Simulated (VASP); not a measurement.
SnO2: relaxation of shape and atoms at fixed volume with PBE+D3(BJ)

SnO2:

```
Sn O
1.0
     3.24824    0.00000    0.00000
    -1.62412    2.81305    0.00000
     0.00000    0.00000    4.63976
Sn O
1 2
Direct
  0.00000 0.00000 0.50000
  0.33333 0.66667 0.71998
  0.66667 0.33333 0.28002
```

```
Program                : VASP 6.6.1
Task                   : relaxation of shape and atoms at fixed volume
Functional             : PBE
Dispersion             : D3(BJ)
Potentials or basis    : VASP PAW PBE potentials, release 64 (Sn_d, O)
Cutoff                 : 600 eV
k mesh                 : 12 × 12 × 6
Occupations            : gaussian, width 0.02 eV
Spin                   : no spin polarisation
Dipole correction      : no
Further INCAR settings : ALGO = Normal; EDIFF = 1e-06; IBRION = 2; EDIFFG = -0.01; NSW = 50; ISIF = 4
```

```yaml
Energy_gained_by_relaxing: 3.1 meV/atom
Ionic_steps: 5
Pressure_after_relaxing: -1.0 GPa
Largest_force_after_relaxing: 0.008 eV/Å
Band_gap_on_the_k_mesh: 1.88 eV (least direct gap 1.97 eV)
Dispersion_energy_per_atom: -0.182 eV
```

Forces on the atoms (eV/Å):
```
Sn   0.000  0.000  0.000
O    0.000  0.000  0.008
O    0.000  0.000 -0.008
```

Stress tensor (GPa, compression positive):
```
-1.01  0.00  0.00
 0.00 -1.01  0.00
 0.00  0.00 -0.86
```

The path:
| step | energy change (eV) | largest force (eV/Å) | pressure (GPa) | volume (Å³) |
| --- | --- | --- | --- | --- |
| 1 | 0.0000 | 0.2514 | -3.85 | 42.40 |
| 2 | -0.0068 | 0.1126 | -2.46 | 42.40 |
| 3 | -0.0091 | 0.0379 | -0.97 | 42.40 |
| 4 | -0.0091 | 0.0329 | -1.02 | 42.40 |
| 5 | -0.0093 | 0.0081 | -0.96 | 42.40 |

Final structure:
```xyz
3
Lattice="3.2269 0.0000 0.0000 -1.6135 2.7946 0.0000 0.0000 0.0000 4.7012" Properties=species:S:1:pos:R:3 pbc="T T T"
Sn    0.0000    0.0000    2.3506
O     0.0000    1.8631    3.3617
O     1.6135    0.9315    1.3395
```

Levels at points of the mesh, in eV from the valence-band top:
```
           k point  band 9  band 10  band 11  band 12  band 13  band 14  band 15  band 16  band 17
(0.00, 0.00, 0.00)   -1.32    -1.32    -0.93    -0.93    -0.09     1.88     5.81    11.16    11.16
(0.50, 0.00, 0.00)   -4.09    -3.09    -1.60    -0.47    -0.30     5.29     7.40    10.64    11.58
(0.00, 0.00, 0.50)   -1.36    -1.36    -1.33    -0.87    -0.87     3.23     5.51    11.11    11.11
(0.50, 0.00, 0.50)   -4.48    -2.98    -1.06    -0.63    -0.34     5.18     7.01    10.32    12.13
```

Wall time 99 s on 1 thread of Intel(R) Xeon(R) 6975P-C (Granite Rapids), on a shared host, peak memory 0.24 GiB.

Caveat: spin-orbit coupling is left out, which moves the levels of the heavy elements. A k mesh can miss the band edges.
